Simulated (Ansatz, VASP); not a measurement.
## Ga4AsN3 in VASP and in Ansatz

```
CELL_PARAMETERS angstrom
1.64044 0.94711 11.11417
-1.64044 0.94711 11.11417
0.00000 -1.89421 11.11417
ATOMIC_POSITIONS crystal
N 0.00826 0.00826 0.00826
N 0.74980 0.74980 0.74980
N 0.49161 0.49161 0.49161
As 0.24765 0.24765 0.24765
Ga 0.69247 0.69247 0.69247
Ga 0.43373 0.43373 0.43373
Ga 0.17491 0.17491 0.17491
Ga 0.95156 0.95156 0.95156
```

Alike in both runs: task single point; functional r2SCAN; k mesh 8 × 8 × 8; occupations fermi-dirac, width 0.02 eV; no spin polarisation.

```csv
,VASP,Ansatz
version,VASP 6.6.1,Ansatz 0.2.0
potentials or method,"VASP PAW PBE potentials, release 64 (N, As, Ga_d)","plane waves, PAW"
plane-wave cutoff (eV),520,500
valence electrons in the cell,72,82
```

VASP gave:

- pressure (GPa): 10.9
- traceless stress, the component that is largest in VASP (GPa): 1.01
- rms of the force components (eV/Å): 0.162

Estimate Ansatz's values.

pressure (GPa): 10.1; traceless stress, the component that is largest in VASP (GPa): 0.92; rms of the force components (eV/Å): 0.152.

VASP's potentials were made for PBE, not for r2SCAN. Atom by atom the forces differ by 0.016 eV/Å (rms over components). The functional is the same, so the differences come from potentials, cutoffs and numerics. VASP's potentials hold 72 valence electrons a cell and Ansatz's 82, so a difference there can come from the potentials and not from the codes.
